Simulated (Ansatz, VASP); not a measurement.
# One calculation of LiAg3Cl3, two programs

INCAR

```
SYSTEM = LiAg3Cl3
PREC = Accurate
ENCUT = 600
EDIFF = 1E-6
ISMEAR = 0
SIGMA = 0.1
LREAL = .FALSE.
LASPH = .TRUE.
NELM = 80
ALGO = Normal
ISIF = 3
LWAVE = .FALSE.
LCHARG = .FALSE.
GGA = PE
IBRION = 2
NSW = 90
EDIFFG = -0.04
```

File KPOINTS:

```
Automatic mesh
0
G
  3 6 3
  0 0 0
```

The input POSCAR:

```
LiAg3Cl3
1.0
    5.7983388400      0.0000000000      0.0000000000
    0.0000000000      3.3687770600      0.0000000000
   -2.8991694200      0.0000000000      5.0215087400
Li Ag Cl
1 3 3
Direct
    0.6667000000      0.5000000000      0.3333000000
    0.1912880200      0.5000000000      0.8087119800
    0.6174239700      0.5000000000      0.8087119800
    0.8087119800      0.0000000000      0.1912880200
    0.1912880200      0.5000000000      0.3825760300
    0.8087119800      0.0000000000      0.6174239700
    0.3825760300      0.0000000000      0.1912880200
```

Input for Ansatz:

```yaml
crystal:
  lattice:
    - [5.79833884, 0.0, 0.0]
    - [0.0, 3.36877706, 0.0]
    - [-2.89916942, 0.0, 5.02150874]
  atoms:
    - { symbol: Li, position: [0.6667, 0.5, 0.3333] }
    - { symbol: Ag, position: [0.19128802, 0.5, 0.80871198] }
    - { symbol: Ag, position: [0.61742397, 0.5, 0.80871198] }
    - { symbol: Ag, position: [0.80871198, 0.0, 0.19128802] }
    - { symbol: Cl, position: [0.19128802, 0.5, 0.38257603] }
    - { symbol: Cl, position: [0.80871198, 0.0, 0.61742397] }
    - { symbol: Cl, position: [0.38257603, 0.0, 0.19128802] }
basis:
  ecutwfc: 420
kpoints:
  mp_grid: { grid: [3, 6, 3] }
hamiltonian:
  xc: pbe
scf:
  occupations: { method: gaussian, width: 0.1 }
  lower_state_search: "off"
output:
  forces: true
  stress: true
  eigenvalues: true
relax:
  adjacent_minimum: "off"
  f_tol: 0.04
  max_steps: 70
  cell: { stress_tol: 0.4 }
```

Alike in both runs: task relaxation of cell and atoms; functional PBE; k mesh 3 × 6 × 3; occupations gaussian, width 0.1 eV; no spin polarisation.

|  | VASP | Ansatz |
| --- | --- | --- |
| version | VASP 6.6.1 | Ansatz 0.2.0 |
| potentials or method | VASP PAW PBE potentials, release 64 (Li_sv, Ag, Cl), cutoff 600 eV | scalar-relativistic, plane waves, PAW |
| valence electrons in the cell | 57 | 81 |

|  | VASP | Ansatz | Ansatz less VASP |
| --- | --- | --- | --- |
| gap on the k mesh at the Fermi level, each at its own relaxed structure (eV) | none | none | - |
| relaxed volume (Å³/atom) | 20.35 | 20.59 | +0.236 |
| relaxed length of the cell vector where the two differ most in proportion (Å) | 8.796 | 7.015 | -1.7811 |

A gap of «none» marks a metal or a gap that the smearing closes. One of these differences is far larger than is usual between the two programs; its cause wasn't traced. VASP's potentials hold 57 valence electrons a cell and Ansatz's 81, so a difference there can come from the potentials and not from the codes.

The k mesh is coarse, so the values compare programs but aren't converged. Noted on VASP's run: the cutoff is under 1.25 times that of the potentials, so the pressure is a little rough; the volume moved by over 15 % at a fixed basis, so the end points are rough.
